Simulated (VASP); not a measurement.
Here is a VASP 6.6.1 calculation.

The input INCAR:

```
PREC = Accurate
ENCUT = 520
EDIFF = 1E-6
ISMEAR = 0
SIGMA = 0.1
LREAL = F
LASPH = T
NELM = 100
ALGO = Normal
ISIF = 2
LWAVE = F
LCHARG = F
GGA = PE
NBANDS = 24
```

The input KPOINTS:

```
Automatic mesh
0
Gamma
  12 12 6
```

File POSCAR:

```
Hf3H
1.0
    3.1784972639      0.0000000000      0.0000000000
   -1.5892486320      2.7526593764      0.0000000000
    0.0000000000      0.0000000000      7.9126266856
Hf H
3 1
Direct
    0.6666666667      0.3333333333      0.5000000000
    0.3333333333      0.6666666667      0.1839014966
    0.3333333333      0.6666666667      0.8160985034
    0.6666666667      0.3333333333      0.0000000000
```

Potentials or basis: VASP PAW PBE potentials, release 64 (Hf_pv, H).

The run is started by

```sh
$ cat potpaw_PBE.64/Hf_pv/POTCAR potpaw_PBE.64/H/POTCAR > POTCAR
$ mpirun -np 1 vasp_std > vasp.out
```

Predict the pressure.

-0.5 GPa.

Forces on the atoms (eV/Å):
```
Hf   0.000  0.000  0.000
Hf   0.000  0.000  0.003
Hf   0.000  0.000 -0.003
H    0.000  0.000  0.000
```
